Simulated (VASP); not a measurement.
A run of VASP 6.6.1:

File INCAR:

```
SYSTEM = Fe
  PREC = Accurate
  ENCUT = 520
  EDIFF = 1E-7
  ISMEAR = 0
  SIGMA = 0.6
  LREAL = .False.
  LASPH = .True.
  NELM = 150
  ALGO = Normal
  ISIF = 2
  LWAVE = .False.
  LCHARG = .False.
  ISPIN = 2
  MAGMOM = 1.988
  LORBIT = 11
  LMAXMIX = 4
  NBANDS = 14
```

The input KPOINTS:

```
Automatic mesh
0
Gamma
  16 16 16
  0 0 0
```

The input POSCAR:

```
Fe
1.0
   -1.3745984210      1.3745984210      1.3745984210
    1.3745984210     -1.3745984210      1.3745984210
    1.3745984210      1.3745984210     -1.3745984210
Fe
1
Direct
    0.0000000000      0.0000000000      0.0000000000
```

Potentials or basis: VASP PAW LDA potentials, release 64 (Fe).

Launch:

```console
$ cat potpaw_LDA.64/Fe/POTCAR > POTCAR
$ mpirun -np 1 vasp_std > vasp.out
```

Hardware: 1 thread of Intel(R) Xeon(R) Platinum 8259CL CPU @ 2.50GHz (Skylake/Cascade Lake), on a shared host.

Estimate the wall time of this run.

Run time: 40 s on 1 thread of Intel(R) Xeon(R) Platinum 8259CL CPU @ 2.50GHz (Skylake/Cascade Lake) (shared host), peak memory 0.14 GiB. Counts: scf iterations 15, k points 145.
